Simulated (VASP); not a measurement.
Nb: relaxation of shape and atoms at fixed volume with PBE

Nb:

```xyz
2
Lattice="2.7064 0.0000 0.0000 -1.3532 2.3438 0.0000 0.0000 0.0000 4.9436" Properties=species:S:1:pos:R:3 pbc="T T T"
Nb    0.0000    1.5626    1.2359
Nb    1.3532    0.7813    3.7077
```

```json
{"Program": "VASP 6.6.1", "Task": "relaxation of shape and atoms at fixed volume", "Functional": "PBE", "Potentials or basis": "VASP PAW PBE potentials, release 64 (Nb_sv)", "Cutoff": "600 eV", "k mesh": "16 × 16 × 9", "Occupations": "fermi-dirac, width 0.05 eV", "Spin": "no spin polarisation", "Dipole correction": "no", "Further INCAR settings": "ALGO = Normal; EDIFF = 1e-06; IBRION = 2; EDIFFG = -0.005; NSW = 50; ISIF = 4"}
```

```yaml
Energy_gained_by_relaxing: 1.3 meV/atom
Ionic_steps: 3
Pressure_after_relaxing: 38.4 GPa
Band_gap_on_the_k_mesh: zero (band 13 reaches 15.76 eV, above the bottom of band 14 at 12.88 eV)
```

The path:
| step | energy change (eV) | largest force (eV/Å) | pressure (GPa) | volume (Å³) |
| --- | --- | --- | --- | --- |
| 1 | 0.0000 | 0.0000 | 38.53 | 31.36 |
| 2 | -0.0024 | 0.0000 | 38.30 | 31.36 |
| 3 | -0.0026 | 0.0000 | 38.37 | 31.36 |

Final structure:
```cif
data_structure
_symmetry_space_group_name_H-M 'P 1'
_symmetry_Int_Tables_number 1
_cell_length_a 2.7175
_cell_length_b 2.7175
_cell_length_c 4.9033
_cell_angle_alpha 90.000
_cell_angle_beta 90.000
_cell_angle_gamma 120.000
_cell_volume 31.36
loop_
_atom_site_label
_atom_site_type_symbol
_atom_site_fract_x
_atom_site_fract_y
_atom_site_fract_z
_atom_site_occupancy
Nb1 Nb 0.33333 0.66667 0.25000 1
Nb2 Nb 0.66667 0.33333 0.75000 1
```

Levels at points of the mesh, in eV from the Fermi level:
```
           k point  band 9  band 10  band 11  band 12  band 13  band 14  band 15  band 16  band 17
(0.00, 0.00, 0.00)   -6.55    -4.44    -1.26     0.17     0.17     0.77     0.77     1.19     2.88
(0.50, 0.00, 0.00)   -4.57    -4.16    -3.87    -0.65     0.50     0.54     0.62     5.50     6.67
```

It took 87 s on 1 thread of Intel Xeon 6975P-C (shared host), peak memory 0.22 GiB.
